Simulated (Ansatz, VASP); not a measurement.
## H2Os: VASP beside Ansatz

```xyz
3
Lattice="2.3993 0.0000 0.0000 0.0000 2.3993 0.0000 0.0000 0.0000 4.9504" Properties=species:S:1:pos:R:3 pbc="T T T"
H     1.1997    1.1997    1.4604
H     1.1997    1.1997    3.4900
Os    0.0000    0.0000    0.0000
```

Change from the starting cell: species swapped into the Ga2Cu type (P4/mmm, No. 123).

Alike in both runs: task single point; functional PBE; k mesh 8 × 8 × 4; occupations gaussian, width 0.1 eV; no spin polarisation.

```csv
,VASP,Ansatz
version,VASP 6.6.1,Ansatz 0.2.0
potentials or method,"VASP PAW PBE potentials, release 64 (H, Os), cutoff 520 eV","scalar-relativistic, plane waves, PAW"
valence electrons in the cell,10,18
```

```tsv
	VASP	Ansatz	Ansatz less VASP
gap on the k mesh at the Fermi level (eV)	none	none	-
pressure (GPa)	12.5	12.4	-0.04
traceless stress, the component that is largest in VASP (GPa)	-36.90	-36.94	-0.040
rms of the force components (eV/Å)	0.498	0.503	+0.0052
```

Atom by atom the forces differ by 0.005 eV/Å (rms over components). A gap of «none» marks a metal or a gap that the smearing closes. VASP's potentials hold 10 valence electrons a cell and Ansatz's 18, so a difference there can come from the potentials and not from the codes.

Neither program's run includes spin-orbit coupling.
